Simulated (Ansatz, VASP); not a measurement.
**Two plane-wave programs on LiF**

Contents of INCAR:

```
SYSTEM = LiF
PREC = Accurate ; ENCUT = 520
EDIFF = 1E-7 ; ISMEAR = -1
SIGMA = 0.02 ; LREAL = .False.
LASPH = .True. ; NELM = 100
ALGO = Normal ; ISIF = 2
LWAVE = .False. ; LCHARG = .False.
GGA = PE ; NBANDS = 12
```

File KPOINTS:

```
regular mesh
0
Gamma
  10 10 10
  0 0 0
```

POSCAR

```
LiF
1.0
    2.4442934523      0.0000000000      0.0000000000
    0.0000000000      2.4442934523      0.0000000000
    0.0000000000      0.0000000000      2.5162584438
Li F
1 1
Direct
    0.0000000000      0.0000000000      0.0000000000
    0.5000000000      0.5000000000      0.5000000000
```

Input for Ansatz:

```yaml
crystal:
  lattice:
    - [2.4442934523, 0.0, 0.0]
    - [0.0, 2.4442934523, 0.0]
    - [0.0, 0.0, 2.5162584438]
  atoms:
    - { symbol: Li, position: [0.0, 0.0, 0.0] }
    - { symbol: F, position: [0.5, 0.5, 0.5] }
kpoints:
  mp_grid: { grid: [10, 10, 10] }
  band_path:
    path:
      - [0.0, 0.0, 0.0]
      - [0.0, 0.5, 0.0]
      - [0.5, 0.5, 0.0]
      - [0.5, 0.5, 0.5]
      - [0.0, 0.5, 0.5]
    npoints: 1
hamiltonian:
  xc: pbe
scf:
  occupations: { method: fermi_dirac, width: 0.02 }
  n_extra_bands: 4
output:
  forces: true
  stress: true
  eigenvalues: true
```

Change from the starting cell: biaxial_xy strain -2.9%.

Alike in both runs: task single point; functional PBE; k mesh 10 × 10 × 10; occupations fermi-dirac, width 0.02 eV; no spin polarisation.

|  | VASP | Ansatz |
| --- | --- | --- |
| version | VASP 6.6.1 | Ansatz 0.2.0 |
| potentials or method | VASP PAW PBE potentials, release 64 (Li_sv, F) | plane waves, PAW |
| plane-wave cutoff (eV) | 520 | 420 |
| valence electrons in the cell | 10 | 10 |

Ansatz gave:

- gap on the k mesh at the Fermi level (eV): 8.37

Which values does VASP return?

gap on the k mesh at the Fermi level (eV): 8.38.

With one functional, cell and mesh, what is left measures potentials, basis and numerics.

Noted on VASP's run: the cutoff is short for stress, so the pressure is rough.
